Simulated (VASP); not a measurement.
# InP (I-4m2) in VASP: notebook, part 2 of 2

VASP 6.6.1.

## (3) Single point, PBE

This run uses another cell than the first one, of 25.67 Å³/atom, 1.007 times its volume.

Contents of INCAR:

```
SYSTEM = InP
PREC = Accurate
ENCUT = 520
EDIFF = 1E-7
ISMEAR = 0
SIGMA = 0.05
LREAL = .FALSE.
LASPH = .TRUE.
NELM = 60
ALGO = Normal
ISIF = 2
LWAVE = .FALSE.
LCHARG = .FALSE.
GGA = PE
NBANDS = 16
```

Contents of KPOINTS:

```
Automatic mesh
0
G
  6 6 6
  0 0 0
```

Contents of POSCAR:

```
InP
1.0
    0.0000000000      2.9598050000      2.9305000000
    2.9598050000      0.0000000000      2.9305000000
    2.9598050000      2.9598050000      0.0000000000
In P
1 1
Direct
    0.0000000000      0.0000000000      0.0000000000
    0.2500000000      0.2500000000      0.2500000000
```

Potentials or basis: VASP PAW PBE potentials, release 64 (In_d, P).

Launch:

```console
$ cat potpaw_PBE.64/In_d/POTCAR potpaw_PBE.64/P/POTCAR > POTCAR
$ mpirun -np 1 vasp_std > vasp.out
```

OUTCAR:

```text
SYSTEM = InP
   PREC = Accurate
   ENCUT = 520
   EDIFF = 1E-7
   ISMEAR = 0
   LREAL = .FALSE.
   LASPH = .TRUE.
   NELM = 60
   ISIF = 2
   GGA = PE

 ion  position               nearest neighbor table
   1  0.000  0.000  0.000-   2 2.55   2 2.55   2 2.55   2 2.55
   2  0.250  0.250  0.250-   1 2.55   1 2.55   1 2.55   1 2.55

  LATTYP: Found a body centered tetragonal cell.
 ALAT       =     4.1857963730
 C/A-ratio  =     1.4002114479

  Lattice vectors:

 A1 = (   0.0000000000,  -2.9598050000,  -2.9305000000)
 A2 = (   0.0000000000,   2.9598050000,  -2.9305000000)
 A3 = (   2.9598050000,   0.0000000000,   2.9305000000)

Analysis of symmetry for initial positions (statically):
=====================================================================
 Subroutine PRICEL returns:
 Original cell was already a primitive cell.

 Routine SETGRP: Setting up the symmetry group for a
 body centered tetragonal supercell.

 Subroutine GETGRP returns: Found  8 space group operations
 (whereof  8 operations were pure point group operations)
 out of a pool of 16 trial point group operations.

The static configuration has the point symmetry D_2d.

Analysis of symmetry for dynamics (positions and initial velocities):
=====================================================================
 Subroutine PRICEL returns:
 Original cell was already a primitive cell.

 Routine SETGRP: Setting up the symmetry group for a
 body centered tetragonal supercell.

 Subroutine GETGRP returns: Found  8 space group operations
 (whereof  8 operations were pure point group operations)
 out of a pool of 16 trial point group operations.

The dynamic configuration has the point symmetry D_2d.

 Subroutine INISYM returns: Found  8 space group operations
 (whereof  8 operations are pure point group operations),
 and found     1 'primitive' translations

----------------------------------------------------------------------------------------

                                     Primitive cell

  volume of cell :      51.3450

  direct lattice vectors                    reciprocal lattice vectors
     0.000000000  2.959805000  2.930500000    -0.168930048  0.168930048  0.170619348
     2.959805000  0.000000000  2.930500000     0.168930048 -0.168930048  0.170619348
     2.959805000  2.959805000  0.000000000     0.168930048  0.168930048 -0.170619348

  length of vectors
     4.165126155  4.165126155  4.185796373     0.293573984  0.293573984  0.293573984

  position of ions in fractional coordinates (direct lattice)
     0.000000000  0.000000000  0.000000000
     0.250000000  0.250000000  0.250000000

  ion indices of the primitive-cell ions
   primitive index   ion index
                 1           1
                 2           2

----------------------------------------------------------------------------------------

 KPOINTS: Automatic mesh

Automatic generation of k-mesh.
 Grid dimensions read from file:
 generate k-points for:    6    6    6

 Generating k-lattice:

  Cartesian coordinates                     Fractional coordinates (reciprocal lattice)
    -0.028155008  0.028155008  0.028436558     0.166666667  0.000000000  0.000000000
     0.028155008 -0.028155008  0.028436558     0.000000000  0.166666667  0.000000000
     0.028155008  0.028155008 -0.028436558     0.000000000  0.000000000  0.166666667

  Length of vectors
     0.048928997  0.048928997  0.048928997

  Shift w.r.t. Gamma in fractional coordinates (k-lattice)
     0.000000000  0.000000000  0.000000000

 Subroutine IBZKPT returns following result:
 ===========================================

 Found     30 irreducible k-points:

 Following reciprocal coordinates:
            Coordinates               Weight
  0.000000  0.000000  0.000000      1.000000
  0.166667  0.000000  0.000000      8.000000
  0.333333  0.000000  0.000000      8.000000
  0.500000  0.000000  0.000000      4.000000
  0.166667  0.166667  0.000000      2.000000
  0.333333  0.166667  0.000000      8.000000
[... 16 lines left out ...]
  0.333333  0.000000  0.333333      4.000000
  0.500000  0.000000  0.333333     16.000000
 [... further k-points ...]
   k-points           NKPTS =     30   k-points in BZ     NKDIM =     30   number of bands    NBANDS=     16
   number of dos      NEDOS =    301   number of ions     NIONS =      2
   total plane-waves  NPLWV =  32768
   dimension x,y,z NGX =    32 NGY =   32 NGZ =   32
   dimension x,y,z NGXF=    64 NGYF=   64 NGZF=   64
   ions per type =               1   1
   NGX,Y,Z   is equivalent  to a cutoff of  12.77, 12.77, 12.71 a.u.
   NGXF,Y,Z  is equivalent  to a cutoff of  25.54, 25.54, 25.42 a.u.
 SYSTEM =  InP
   PREC   = accura    normal or accurate (medium, high low for compatibility)
   ISTART =      0    job   : 0-new  1-cont  2-samecut
   ICHARG =      2    charge: 1-file 2-atom 10-const
   ISPIN  =      1    spin polarized calculation?
   LNONCOLLINEAR =      F non collinear calculations
   LSORBIT =      F    spin-orbit coupling
   LASPH  =      T    aspherical Exc in radial PAW
   ENCUT  =  520.0 eV  38.22 Ry    6.18 a.u.   7.74  7.74  7.78*2*pi/ulx,y,z
   NELM   =     60;   NELMIN=  2; NELMDL= -5     # of ELM steps
   EDIFF  = 0.1E-06   stopping-criterion for ELM
   LREAL  =      F    real-space projection
   EDIFFG = 0.1E-05   stopping-criterion for IOM
   NSW    =      0    number of steps for IOM
   IBRION =     -1    ionic relax: 0-MD 1-quasi-New 2-CG
   NFREE  =      0    steps in history (QN), initial steepest desc. (CG)
   ISIF   =      2    stress and relaxation
   ISYM   =      2    0-nonsym 1-usesym 2-fastsym
   POTIM  = 0.5000    time-step for ionic-motion
   TEBEG  =    0.0;   TEEND  =   0.0 temperature during run
   PSTRESS=    0.0 pullay stress
   NELECT =      18.0000    total number of electrons
   NUPDOWN=      -1.0000    fix difference up-down
   EMIN   =  10.00;   EMAX   =-10.00  energy-range for DOS
   EFERMI =   0.00;   METHOD = LEGACY
   ISMEAR =     0;   SIGMA  =   0.05  broadening in eV -4-tet -1-fermi 0-gaus
   EFERMI_NEDOS =   21; number of points for ismear=-14 and -15
   IALGO  =     38    algorithm
   IMIX   =      4    mixing-type and parameters
     AMIX     =   0.40;   BMIX     =  1.00
     AMIX_MAG =   1.60;   BMIX_MAG =  1.00
  volume/ion in A,a.u.               =      25.67       173.25
  Fermi-wavevector in a.u.,A,eV,Ry     =   1.154338  2.181383 18.129714  1.332496
  Thomas-Fermi vector in A             =   2.290975
   LORBIT       =      0    0 simple, 1 ext, 2 COOP (PROOUT), +10 PAW based schemes
   GGA     = PE    functional components
   LHFCALC =     F    Hartree Fock is set to
   AEXX    =    0.0000 exact exchange contribution
   IVDW    =     0    specifies the selected vdW correction
   LEPSILON=     F    determine dielectric tensor
   LRPA    =     F    only Hartree local field effects (RPA)
 non-spin polarized calculation
 Gauss-broadening in eV      SIGMA  =   0.05
  energy-cutoff  :      520.00
  volume of cell :       51.34
 maximum number of plane-waves:      1396
   NGX = 15   NGY = 15   NGZ = 15

 number of electron      18.0000008 magnetization

 Free energy of the ion-electron system (eV)
  ---------------------------------------------------
  ext. energy  EPLUGINS =         0.00000000
  ---------------------------------------------------
  free energy    TOTEN  =        -8.38609653 eV

  energy without entropy =       -8.38609653  energy(sigma->0) =       -8.38609653

 E-fermi :   5.2491     XC(G=0):  -9.1921

 val. band max:        5.0104231347   @ k =   0.0000   0.0000   0.0000
 cond. band min:       5.5808882479   @ k =   0.0000   0.0000   0.0000
 fundamental gap:      0.5704651133
 Fermi energy:         5.2491446631

 k-point     1 :       0.0000    0.0000    0.0000
  band No.  band energies     occupation
      1      -9.1767      2.00000
      2      -9.1767      2.00000
      3      -9.1724      2.00000
      4      -9.0340      2.00000
      5      -9.0326      2.00000
      6      -6.4031      2.00000
[... 8 lines left out ...]
     15      14.3188      0.00000
     16      14.4680      0.00000
[... 419 lines left out ...]
 k-point    24 :       0.5000    0.0000    0.3333
  band No.  band energies     occupation
      1      -9.3262      2.00000
      2      -9.0998      2.00000
      3      -9.0906      2.00000
      4      -9.0642      2.00000
      5      -9.0089      2.00000
      6      -4.3311      2.00000
[... 8 lines left out ...]
     15      15.7929      0.00000
     16      16.8947      0.00000

 [... further k-points ...]
[... 5 lines left out ...]
  --------------------------------------------------------------------------------------
  -------------------------------------------------------------------------------------
  Total        0.5531550      0.5531550      0.6804588      0.0000000      0.0000000      0.0000000
  in kB       17.2607426     17.2607426     21.2331522      0.0000000      0.0000000      0.0000000
  external PRESSURE =      18.5848791 kB  Pullay stress =       0.0000000 kB

 VOLUME and BASIS-vectors are now :
 -----------------------------------------------------------------------------
  energy-cutoff  :      520.00
  volume of cell :       51.34
      direct lattice vectors                 reciprocal lattice vectors
     0.000000000  2.959805000  2.930500000    -0.168930048  0.168930048  0.170619348
     2.959805000  0.000000000  2.930500000     0.168930048 -0.168930048  0.170619348
     2.959805000  2.959805000  0.000000000     0.168930048  0.168930048 -0.170619348

 POSITION                                       TOTAL-FORCE (eV/Angst)
 -----------------------------------------------------------------------------------
      0.00000      0.00000      0.00000         0.000000      0.000000      0.000000
      1.47990      1.47990      1.46525        -0.000000     -0.000000     -0.000000
 -----------------------------------------------------------------------------------
    total drift:                               -0.000000     -0.000000     -0.000000

  FREE ENERGIE OF THE ION-ELECTRON SYSTEM (eV)
  ---------------------------------------------------
  free  energy   TOTEN  =        -8.3860965307 eV

  energy  without entropy=       -8.3860965307  energy(sigma->0) =       -8.38609653
```

Wall time 10 s (1 thread of Intel Xeon 6975P-C (Granite Rapids), shared host); peak memory 0.18 GiB.

Results:

```yaml
Free_energy: -8.3861 eV
Pressure: 1.9 GPa
Band_gap_on_the_k_mesh: 0.57 eV, direct
```

Caveat: spin-orbit coupling is left out, which moves the levels of the heavy elements. PBE gaps usually lie below the measured ones, often by a third to a half.
